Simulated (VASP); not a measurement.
KAlPb3, 5 atoms in the cell. It takes space group Pm-3m (No. 221, cubic). Conventional cell: a = 6.005 Å, b = 6.005 Å, c = 6.005 Å, α = 90.00°, β = 90.00°, γ = 90.00°. Within 4.0 Å of K (site symmetry m-3m) lie 6 Pb at 3.00 Å. Within 5.6 Å of Al (site symmetry m-3m) lie 12 Pb at 4.25 Å and 8 K at 5.20 Å. Within 4.0 Å of Pb (site symmetry 4/mmm) lie 2 K at 3.00 Å. 

```yaml
Program: VASP 6.6.1
Task: single point
Functional: PBE
Potentials_or_basis: VASP PAW PBE potentials, release 64 (K_sv, Al, Pb_d)
Cutoff: 500 eV
k_mesh: 6 × 6 × 6
Occupations: gaussian, width 0.1 eV
Spin: no spin polarisation
Dipole_correction: no
Further_INCAR_settings: ALGO = Normal; EDIFF = 1e-06; NBANDS = 35
```

Potentials or basis: VASP PAW PBE potentials, release 64 (K_sv, Al, Pb_d).

Run with:

```console
$ cat potpaw_PBE.64/K_sv/POTCAR potpaw_PBE.64/Al/POTCAR potpaw_PBE.64/Pb_d/POTCAR > POTCAR
$ mpirun -np 1 vasp_std > vasp.out
```

Hardware: 1 thread of Intel Xeon 8259CL (shared host).

**Question.** Estimate the wall time of this run.

**Answer.** Wall time 2.7 min on 1 thread of Intel Xeon 8259CL, on a shared host, peak memory 0.4 GiB. Counts: scf iterations 12, k points 20.
